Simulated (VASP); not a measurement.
# Ti5C (F-43m) in VASP: a series of runs

The runs below take Ti5C through single point, relaxation of cell and atoms, with PBE.

Everything below comes from runs of VASP 6.6.1. Logs are shortened: lines on timing, memory, paths and dates and some standing lists are left out, and cuts for length are marked.

**1. The cell of the first run**

Symmetry: F-43m, No. 216, cubic system. The conventional cell has a = 7.124 Å, b = 7.124 Å, c = 7.124 Å, α = 90.00°, β = 90.00°, γ = 90.00°. Within 2.7 Å of Ti (site symmetry 3m) lie 3 Ti at 2.06 Å. Ti (site symmetry -43m) has 12 Ti at 2.92 Å and 4 C at 3.08 Å within 3.8 Å. Within 4.0 Å of C (site symmetry -43m) lie 16 Ti at 3.02 to 3.08 Å.

**2. Single point, PBE**

INCAR reads:

```
SYSTEM = Ti5C
PREC = Accurate
ENCUT = 520
EDIFF = 1E-6
ISMEAR = 0
SIGMA = 0.1
LREAL = .False.
LASPH = .True.
NELM = 60
ALGO = Normal
ISIF = 2
LWAVE = .False.
LCHARG = .False.
GGA = PE
NBANDS = 41
```

KPOINTS reads:

```
Automatic mesh
0
Gamma
  4 4 4
  0 0 0
```

POSCAR reads:

```
Ti5C
1.0
    0.0000000000      3.5622118700      3.5622118700
    3.5622118700      0.0000000000      3.5622118700
    3.5622118700      3.5622118700      0.0000000000
Ti C
5 1
Direct
    0.6021580300      0.6021580300      0.6021580300
    0.6021580300      0.6021580300      0.1935259200
    0.6021580300      0.1935259200      0.6021580300
    0.1935259200      0.6021580300      0.6021580300
    0.2500000000      0.2500000000      0.2500000000
    0.0000000000      0.0000000000      0.0000000000
```

Potentials or basis: VASP PAW PBE potentials, release 64 (Ti_sv, C).

The run is started by

```
> cat potpaw_PBE.64/Ti_sv/POTCAR potpaw_PBE.64/C/POTCAR > POTCAR
> mpirun -np 1 vasp_std > vasp.out
```

OUTCAR:

```text
SYSTEM = Ti5C
   PREC = Accurate
   ENCUT = 520
   EDIFF = 1E-6
   ISMEAR = 0
   LREAL = .False.
   LASPH = .True.
   NELM = 60
   ISIF = 2
   GGA = PE

 ion  position               nearest neighbor table
   1  0.602  0.602  0.602-   2 2.06   3 2.06   4 2.06   5 2.92   5 2.92   5 2.92
   2  0.602  0.602  0.194-   1 2.06   3 2.06   4 2.06   5 2.92   5 2.92   5 2.92
   3  0.602  0.194  0.602-   1 2.06   2 2.06   4 2.06   5 2.92   5 2.92   5 2.92
   4  0.194  0.602  0.602-   1 2.06   2 2.06   3 2.06   5 2.92   5 2.92   5 2.92
   5  0.250  0.250  0.250-   3 2.92   4 2.92   2 2.92   4 2.92   2 2.92   3 2.92   1 2.92   1 2.92
                             1 2.92   2 2.92   3 2.92   4 2.92
   6  0.000  0.000  0.000-

  LATTYP: Found a face centered cubic cell.
 ALAT       =     7.1244237400

  Lattice vectors:

 A1 = (   0.0000000000,   3.5622118700,   3.5622118700)
 A2 = (   3.5622118700,   0.0000000000,   3.5622118700)
 A3 = (   3.5622118700,   3.5622118700,   0.0000000000)

Analysis of symmetry for initial positions (statically):
=====================================================================
 Subroutine PRICEL returns:
 Original cell was already a primitive cell.

 Routine SETGRP: Setting up the symmetry group for a
 face centered cubic supercell.

 Subroutine GETGRP returns: Found 24 space group operations
 (whereof 24 operations were pure point group operations)
 out of a pool of 48 trial point group operations.

The static configuration has the point symmetry T_d .

Analysis of symmetry for dynamics (positions and initial velocities):
=====================================================================
 Subroutine PRICEL returns:
 Original cell was already a primitive cell.

 Routine SETGRP: Setting up the symmetry group for a
 face centered cubic supercell.

 Subroutine GETGRP returns: Found 24 space group operations
 (whereof 24 operations were pure point group operations)
 out of a pool of 48 trial point group operations.

The dynamic configuration has the point symmetry T_d .

 Subroutine INISYM returns: Found 24 space group operations
 (whereof 24 operations are pure point group operations),
 and found     1 'primitive' translations

----------------------------------------------------------------------------------------

                                     Primitive cell

  volume of cell :      90.4043

  direct lattice vectors                    reciprocal lattice vectors
     0.000000000  3.562211870  3.562211870    -0.140362229  0.140362229  0.140362229
     3.562211870  0.000000000  3.562211870     0.140362229 -0.140362229  0.140362229
     3.562211870  3.562211870  0.000000000     0.140362229  0.140362229 -0.140362229

  length of vectors
     5.037728339  5.037728339  5.037728339     0.243114513  0.243114513  0.243114513

  position of ions in fractional coordinates (direct lattice)
     0.602158030  0.602158030  0.602158030
     0.602158030  0.602158030  0.193525920
     0.602158030  0.193525920  0.602158030
     0.193525920  0.602158030  0.602158030
     0.250000000  0.250000000  0.250000000
     0.000000000  0.000000000  0.000000000

  ion indices of the primitive-cell ions
   primitive index   ion index
                 1           1
                 2           2
                 3           3
                 4           4
                 5           5
                 6           6

----------------------------------------------------------------------------------------

 KPOINTS: Automatic mesh

Automatic generation of k-mesh.
 Grid dimensions read from file:
 generate k-points for:    4    4    4

 Generating k-lattice:

  Cartesian coordinates                     Fractional coordinates (reciprocal lattice)
    -0.035090557  0.035090557  0.035090557     0.250000000  0.000000000  0.000000000
     0.035090557 -0.035090557  0.035090557     0.000000000  0.250000000  0.000000000
     0.035090557  0.035090557 -0.035090557     0.000000000  0.000000000  0.250000000

  Length of vectors
     0.060778628  0.060778628  0.060778628

  Shift w.r.t. Gamma in fractional coordinates (k-lattice)
     0.000000000  0.000000000  0.000000000

 Subroutine IBZKPT returns following result:
 ===========================================

 Found      8 irreducible k-points:

 Following reciprocal coordinates:
            Coordinates               Weight
  0.000000  0.000000  0.000000      1.000000
  0.250000  0.000000  0.000000      8.000000
  0.500000  0.000000  0.000000      4.000000
  0.250000  0.250000  0.000000      6.000000
  0.500000  0.250000  0.000000     24.000000
 -0.250000  0.250000  0.000000     12.000000
  0.500000  0.500000  0.000000      3.000000
 -0.250000  0.500000  0.250000      6.000000
   k-points           NKPTS =      8   k-points in BZ     NKDIM =      8   number of bands    NBANDS=     41
   number of dos      NEDOS =    301   number of ions     NIONS =      6
   total plane-waves  NPLWV =  64000
   dimension x,y,z NGX =    40 NGY =   40 NGZ =   40
   dimension x,y,z NGXF=    80 NGYF=   80 NGZF=   80
   ions per type =               5   1
   NGX,Y,Z   is equivalent  to a cutoff of  13.20, 13.20, 13.20 a.u.
   NGXF,Y,Z  is equivalent  to a cutoff of  26.40, 26.40, 26.40 a.u.
 SYSTEM =  Ti5C
   PREC   = accura    normal or accurate (medium, high low for compatibility)
   ISTART =      0    job   : 0-new  1-cont  2-samecut
   ICHARG =      2    charge: 1-file 2-atom 10-const
   ISPIN  =      1    spin polarized calculation?
   LNONCOLLINEAR =      F non collinear calculations
   LSORBIT =      F    spin-orbit coupling
   LASPH  =      T    aspherical Exc in radial PAW
   ENCUT  =  520.0 eV  38.22 Ry    6.18 a.u.   9.37  9.37  9.37*2*pi/ulx,y,z
   NELM   =     60;   NELMIN=  2; NELMDL= -5     # of ELM steps
   EDIFF  = 0.1E-05   stopping-criterion for ELM
   LREAL  =      F    real-space projection
   EDIFFG = 0.1E-04   stopping-criterion for IOM
   NSW    =      0    number of steps for IOM
   IBRION =     -1    ionic relax: 0-MD 1-quasi-New 2-CG
   NFREE  =      0    steps in history (QN), initial steepest desc. (CG)
   ISIF   =      2    stress and relaxation
   ISYM   =      2    0-nonsym 1-usesym 2-fastsym
   POTIM  = 0.5000    time-step for ionic-motion
   TEBEG  =    0.0;   TEEND  =   0.0 temperature during run
   PSTRESS=    0.0 pullay stress
   NELECT =      64.0000    total number of electrons
   NUPDOWN=      -1.0000    fix difference up-down
   EMIN   =  10.00;   EMAX   =-10.00  energy-range for DOS
   EFERMI =   0.00;   METHOD = LEGACY
   ISMEAR =     0;   SIGMA  =   0.10  broadening in eV -4-tet -1-fermi 0-gaus
   EFERMI_NEDOS =   21; number of points for ismear=-14 and -15
   IALGO  =     38    algorithm
   IMIX   =      4    mixing-type and parameters
     AMIX     =   0.40;   BMIX     =  1.00
     AMIX_MAG =   1.60;   BMIX_MAG =  1.00
  volume/ion in A,a.u.               =      15.07       101.68
  Fermi-wavevector in a.u.,A,eV,Ry     =   1.459055  2.757215 28.964658  2.128842
  Thomas-Fermi vector in A             =   2.575667
   LORBIT       =      0    0 simple, 1 ext, 2 COOP (PROOUT), +10 PAW based schemes
   GGA     = PE    functional components
   LHFCALC =     F    Hartree Fock is set to
   AEXX    =    0.0000 exact exchange contribution
   IVDW    =     0    specifies the selected vdW correction
   LEPSILON=     F    determine dielectric tensor
   LRPA    =     F    only Hartree local field effects (RPA)
 non-spin polarized calculation
 Gauss-broadening in eV      SIGMA  =   0.10
  energy-cutoff  :      520.00
  volume of cell :       90.40
 maximum number of plane-waves:      2468
 NGX is ok and might be reduce to    40
   NGX = 19   NGY = 19   NGZ = 19

 number of electron      64.0000004 magnetization

 Free energy of the ion-electron system (eV)
  ---------------------------------------------------
  ext. energy  EPLUGINS =         0.00000000
  ---------------------------------------------------
  free energy    TOTEN  =       -36.71290915 eV

  energy without entropy =      -36.68099786  energy(sigma->0) =      -36.69695350

 E-fermi :   8.2330     XC(G=0): -11.5042

 val. band max:        8.1988300229   @ k =   0.5000   0.5000   0.0000
 cond. band min:       8.2673180933   @ k =   0.5000   0.2500   0.0000
 fundamental gap:      0.0684880704
 Fermi energy:         8.2330446952

 k-point     1 :       0.0000    0.0000    0.0000
  band No.  band energies     occupation
      1     -48.8653      2.00000
      2     -48.6821      2.00000
      3     -47.3537      2.00000
      4     -47.3537      2.00000
      5     -47.3537      2.00000
      6     -27.0387      2.00000
[... 33 lines left out ...]
     40      11.9073      0.00000
     41      11.9084      0.00000

 k-point     2 :       0.2500    0.0000    0.0000
  band No.  band energies     occupation
      1     -48.8503      2.00000
      2     -48.6890      2.00000
      3     -47.3651      2.00000
      4     -47.3539      2.00000
      5     -47.3539      2.00000
      6     -26.9773      2.00000
[... 33 lines left out ...]
     40      11.2060      0.00000
     41      11.8600      0.00000

 k-point     3 :       0.5000    0.0000    0.0000
  band No.  band energies     occupation
      1     -48.8336      2.00000
      2     -48.6975      2.00000
      3     -47.3766      2.00000
      4     -47.3542      2.00000
      5     -47.3542      2.00000
      6     -26.9142      2.00000
[... 33 lines left out ...]
     40       9.9415      0.00000
     41      11.3999      0.00000

 k-point     4 :       0.2500    0.2500    0.0000
  band No.  band energies     occupation
      1     -48.8450      2.00000
      2     -48.6916      2.00000
      3     -47.3686      2.00000
      4     -47.3542      2.00000
      5     -47.3542      2.00000
      6     -26.9558      2.00000
[... 33 lines left out ...]
     40      10.9503      0.00000
     41      11.5890      0.00000

 k-point     5 :       0.5000    0.2500    0.0000
  band No.  band energies     occupation
      1     -48.8276      2.00000
      2     -48.7008      2.00000
      3     -47.3802      2.00000
      4     -47.3544      2.00000
      5     -47.3543      2.00000
      6     -26.8910      2.00000
[... 33 lines left out ...]
     40      10.6328      0.00000
     41      10.8361      0.00000

 k-point     6 :      -0.2500    0.2500    0.0000
  band No.  band energies     occupation
      1     -48.8336      2.00000
      2     -48.6974      2.00000
      3     -47.3765      2.00000
      4     -47.3542      2.00000
      5     -47.3541      2.00000
      6     -26.9131      2.00000
[... 33 lines left out ...]
     40      10.6469      0.00000
     41      11.0196      0.00000

 k-point     7 :       0.5000    0.5000    0.0000
  band No.  band energies     occupation
      1     -48.8211      2.00000
      2     -48.7044      2.00000
      3     -47.3836      2.00000
      4     -47.3546      2.00000
      5     -47.3546      2.00000
      6     -26.8684      2.00000
[... 33 lines left out ...]
     40       9.9942      0.00000
     41      11.0633      0.00000

 k-point     8 :      -0.2500    0.5000    0.2500
  band No.  band energies     occupation
      1     -48.8211      2.00000
      2     -48.7044      2.00000
      3     -47.3841      2.00000
      4     -47.3546      2.00000
      5     -47.3542      2.00000
      6     -26.8681      2.00000
[... 33 lines left out ...]
     40      10.4645      0.00000
     41      10.7064      0.00000

------------------------ aborting loop because EDIFF is reached ----------------------------------------

  FORCE on cell =-STRESS in cart. coord.  units (eV):
  Direction    XX          YY          ZZ          XY          YZ          ZX
  --------------------------------------------------------------------------------------
  -------------------------------------------------------------------------------------
  Total       12.0473967     12.0473967     12.0473967      0.0000000     -0.0000000      0.0000000
  in kB      213.5082001    213.5082001    213.5082001      0.0000000     -0.0000000      0.0000000
  external PRESSURE =     213.5082001 kB  Pullay stress =       0.0000000 kB

 VOLUME and BASIS-vectors are now :
 -----------------------------------------------------------------------------
  energy-cutoff  :      520.00
  volume of cell :       90.40
      direct lattice vectors                 reciprocal lattice vectors
     0.000000000  3.562211870  3.562211870    -0.140362229  0.140362229  0.140362229
     3.562211870  0.000000000  3.562211870     0.140362229 -0.140362229  0.140362229
     3.562211870  3.562211870  0.000000000     0.140362229  0.140362229 -0.140362229

 POSITION                                       TOTAL-FORCE (eV/Angst)
 -----------------------------------------------------------------------------------
      4.29003      4.29003      4.29003         6.433341      6.433341      6.433341
      2.83439      2.83439      4.29003        -6.433341     -6.433341      6.433341
      2.83439      4.29003      2.83439        -6.433341      6.433341     -6.433341
      4.29003      2.83439      2.83439         6.433341     -6.433341     -6.433341
      1.78111      1.78111      1.78111        -0.000000     -0.000000     -0.000000
      0.00000      0.00000      0.00000        -0.000000     -0.000000     -0.000000
 -----------------------------------------------------------------------------------
    total drift:                               -0.000137     -0.000137     -0.000137

  FREE ENERGIE OF THE ION-ELECTRON SYSTEM (eV)
  ---------------------------------------------------
  free  energy   TOTEN  =       -36.7129091454 eV

  energy  without entropy=      -36.6809978624  energy(sigma->0) =      -36.69695350
```

It took 37 s on 1 thread of Intel Xeon 6975P-C (Granite Rapids), shared host; peak memory 0.23 GiB.

What came out:

- Free energy: -36.7129 eV
- Pressure: 21.4 GPa
- Largest force: 11.143 eV/Å
- Band gap on the k mesh: zero (band 32 reaches 8.69 eV, above the bottom of band 33 at 7.79 eV)

Forces on the atoms (eV/Å):
```
Ti   6.433  6.433  6.433
Ti  -6.433 -6.433  6.433
Ti  -6.433  6.433 -6.433
Ti   6.433 -6.433 -6.433
Ti   0.000  0.000  0.000
C    0.000  0.000  0.000
```

Caveat: the k points lie up to 0.38 Å⁻¹ apart; forces of over 1 eV/Å act on the atoms, so gaps and moduli don't describe the material at rest.

**3. Single point, PBE**

This run uses another cell than the first one, of 15.85 Å³/atom, 1.052 times its volume.

INCAR reads:

```
SYSTEM = Ti5C
PREC     = Accurate       ! precision mode
ENCUT    = 520            ! plane-wave cutoff, eV
EDIFF    = 1E-7           ! SCF threshold, eV
ISMEAR   = 0              ! smearing method
SIGMA    = 0.1            ! smearing width, eV
LREAL    = .False.        ! projectors in reciprocal space
LASPH    = .True.         ! aspherical terms in the spheres
NELM     = 80             ! most SCF steps
ALGO     = Normal         ! electronic algorithm
ISIF     = 2              ! what is computed and relaxed
LWAVE    = .False.        ! write WAVECAR
LCHARG   = .True.         ! write CHGCAR
GGA      = PE             ! functional
LELF     = .True.         ! ELF
LVHAR    = .True.       
NBANDS   = 41             ! bands
```

KPOINTS reads:

```
regular mesh
0
Gamma
  4 4 4
  0 0 0
```

POSCAR reads:

```
Ti5C
1.0
    0.0000000000      3.6226232910      3.6226232910
    3.6226232910      0.0000000000      3.6226232910
    3.6226232910      3.6226232910      0.0000000000
Ti C
5 1
Direct
    0.6223197846      0.6223197846      0.6223197846
    0.6223197846      0.6223197846      0.1330406463
    0.6223197846      0.1330406463      0.6223197846
    0.1330406463      0.6223197846      0.6223197846
    0.2500000000      0.2500000000      0.2500000000
    0.0000000000      0.0000000000      0.0000000000
```

Potentials or basis: VASP PAW PBE potentials, release 64 (Ti_sv, C).

The run is started by

```
> cat potpaw_PBE.64/Ti_sv/POTCAR potpaw_PBE.64/C/POTCAR > POTCAR
> mpirun -np 1 vasp_std > vasp.out
```

OUTCAR:

```text
SYSTEM = Ti5C
   PREC = Accurate
   ENCUT = 520
   EDIFF = 1E-7
   ISMEAR = 0
   LREAL = .False.
   LASPH = .True.
   NELM = 80
   ISIF = 2
   GGA = PE

 ion  position               nearest neighbor table
   1  0.622  0.622  0.622-   2 2.51   3 2.51   4 2.51   4 2.62   3 2.62   2 2.62
   2  0.622  0.622  0.133-   1 2.51   3 2.51   4 2.51   3 2.62   4 2.62   1 2.62
   3  0.622  0.133  0.622-   1 2.51   2 2.51   4 2.51   4 2.62   2 2.62   1 2.62
   4  0.133  0.622  0.622-   1 2.51   2 2.51   3 2.51   3 2.62   2 2.62   1 2.62
   5  0.250  0.250  0.250-
   6  0.000  0.000  0.000-

  LATTYP: Found a face centered cubic cell.
 ALAT       =     7.2452465820

  Lattice vectors:

 A1 = (   0.0000000000,   3.6226232910,   3.6226232910)
 A2 = (   3.6226232910,   0.0000000000,   3.6226232910)
 A3 = (   3.6226232910,   3.6226232910,   0.0000000000)

Analysis of symmetry for initial positions (statically):
=====================================================================
 Subroutine PRICEL returns:
 Original cell was already a primitive cell.

[... 164 lines left out ...]
 cond. band min:       7.8873466851   @ k =   0.2500   0.0000   0.0000
 fundamental gap:      0.0580865604
 Fermi energy:         7.8601883975

 k-point     1 :       0.0000    0.0000    0.0000
  band No.  band energies     occupation
      1     -48.8486      2.00000
      2     -48.5430      2.00000
      3     -48.2049      2.00000
      4     -48.2049      2.00000
      5     -48.2049      2.00000
      6     -25.8108      2.00000
[... 341 lines left out ...]
     40       9.6543      0.00000
     41      10.0534      0.00000

------------------------ aborting loop because EDIFF is reached ----------------------------------------

  FORCE on cell =-STRESS in cart. coord.  units (eV):
  Direction    XX          YY          ZZ          XY          YZ          ZX
  --------------------------------------------------------------------------------------
  -------------------------------------------------------------------------------------
  Total        0.0520922      0.0520922      0.0520922      0.0000000      0.0000000      0.0000000
  in kB        0.8777761      0.8777761      0.8777761      0.0000000      0.0000000      0.0000000
  external PRESSURE =       0.8777761 kB  Pullay stress =       0.0000000 kB

 VOLUME and BASIS-vectors are now :
 -----------------------------------------------------------------------------
  energy-cutoff  :      520.00
  volume of cell :       95.08
      direct lattice vectors                 reciprocal lattice vectors
     0.000000000  3.622623291  3.622623291    -0.138021527  0.138021527  0.138021527
     3.622623291  0.000000000  3.622623291     0.138021527 -0.138021527  0.138021527
     3.622623291  3.622623291  0.000000000     0.138021527  0.138021527 -0.138021527

 POSITION                                       TOTAL-FORCE (eV/Angst)
 -----------------------------------------------------------------------------------
      4.50886      4.50886      4.50886         0.028036      0.028036      0.028036
      2.73639      2.73639      4.50886        -0.028036     -0.028036      0.028036
      2.73639      4.50886      2.73639        -0.028036      0.028036     -0.028036
      4.50886      2.73639      2.73639         0.028036     -0.028036     -0.028036
      1.81131      1.81131      1.81131         0.000000      0.000000      0.000000
      0.00000      0.00000      0.00000         0.000000      0.000000      0.000000
 -----------------------------------------------------------------------------------
    total drift:                               -0.000002     -0.000002     -0.000002

  FREE ENERGIE OF THE ION-ELECTRON SYSTEM (eV)
  ---------------------------------------------------
  free  energy   TOTEN  =       -41.7237440143 eV

  energy  without entropy=      -41.6657399705  energy(sigma->0) =      -41.69474199
```

It took 40 s on 1 thread of Intel Xeon 6975P-C (Granite Rapids), shared host; peak memory 0.24 GiB.

What came out:

```
Free energy            : -41.7237 eV
Pressure               : 0.1 GPa
Largest force          : 0.049 eV/Å
Band gap on the k mesh : zero (band 32 reaches 8.10 eV, above the bottom of band 33 at 7.70 eV)
```

Forces on the atoms (eV/Å):
```
Ti   0.028  0.028  0.028
Ti  -0.028 -0.028  0.028
Ti  -0.028  0.028 -0.028
Ti   0.028 -0.028 -0.028
Ti   0.000  0.000  0.000
C    0.000  0.000  0.000
```

Caveat: the k points lie up to 0.38 Å⁻¹ apart.

[end of part 1 of 2]
